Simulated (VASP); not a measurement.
Se, 6 atoms in the cell. It takes space group R-3 (No. 148, trigonal). The conventional cell has a = 11.021 Å, b = 11.021 Å, c = 4.429 Å, α = 90.00°, β = 90.00°, γ = 120.00°. Within 3.0 Å of Se (site symmetry 1) lie 2 Se at 2.30 Å.  This cell differs from its parent crystal: equal xx and yy strain of -3 %.

| Property | Result |
| --- | --- |
| Program | VASP 6.6.1 |
| Task | electric field gradients |
| Functional | PBE |
| Potentials or basis | VASP PAW PBE potentials, release 64 (Se) |
| Cutoff | 520 eV |
| k mesh | 6 × 6 × 6 |
| Occupations | fermi-dirac, width 0.01 eV |
| Spin | no spin polarisation |
| Dipole correction | no |
| Further INCAR settings | ALGO = Normal; EDIFF = 1e-08; NBANDS = 27 |

Potentials or basis: VASP PAW PBE potentials, release 64 (Se).

The run is started by

```console
$ cat potpaw_PBE.64/Se/POTCAR > POTCAR
$ mpirun -np 1 vasp_std > vasp.out
```

Hardware: 1 thread of Intel(R) Xeon(R) Platinum 8259CL CPU @ 2.50GHz (Skylake/Cascade Lake), with other jobs on the host.

Problem. Estimate the wall time of this run.

Solution. Wall time 3.8 min on 1 thread of Intel(R) Xeon(R) Platinum 8259CL CPU @ 2.50GHz (Skylake/Cascade Lake), with other jobs on the host, peak memory 0.39 GiB. Counts: scf iterations 16, k points 40.
